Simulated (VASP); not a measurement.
Here is a VASP 6.6.1 calculation.

The input INCAR:

```
ALGO = Normal ; EDIFF = 1E-6
EDIFFG = -0.02 ; ENCUT = 600
GGA = RE ; IBRION = 2
ISIF = 3 ; ISMEAR = -1
LASPH = T ; LCHARG = F
LREAL = F ; LWAVE = F
NELM = 60 ; NSW = 80
PREC = Accurate ; SIGMA = 0.05
```

Contents of KPOINTS:

```
k-points
0
Gamma
  8 8 8
```

The input POSCAR:

```
GaP
1.0
    0.0000000000      2.7252500000      2.7252500000
    2.7252500000      0.0000000000      2.7252500000
    2.7252500000      2.7252500000      0.0000000000
Ga P
1 1
Direct
    0.0000000000      0.0000000000      0.0000000000
    0.7500000000      0.7500000000      0.7500000000
```

Potentials or basis: VASP PAW PBE potentials, release 64 (Ga_d, P).

Launch:

```bash
$ cat potpaw_PBE.64/Ga_d/POTCAR potpaw_PBE.64/P/POTCAR > POTCAR
$ mpirun -np 1 vasp_std > vasp.out
```

What does it give for the band gap on the k mesh?

1.52 eV, direct.

What does it give for the relaxed volume?

21.26 Å³/atom.

Final structure:
```yaml
crystal:
  lattice:
    - [0.00000, 2.77010, 2.77010]
    - [2.77010, 0.00000, 2.77010]
    - [2.77010, 2.77010, 0.00000]
  atoms:
    - { symbol: Ga, position: [0.00000, 0.00000, 0.00000] }
    - { symbol: P, position: [0.75000, 0.75000, 0.75000] }
```

Caveat: the PAW data sets were made with another functional, which shifts forces and pressure a little. A hybrid or GW would open this gap; revPBE tends to underestimate it.
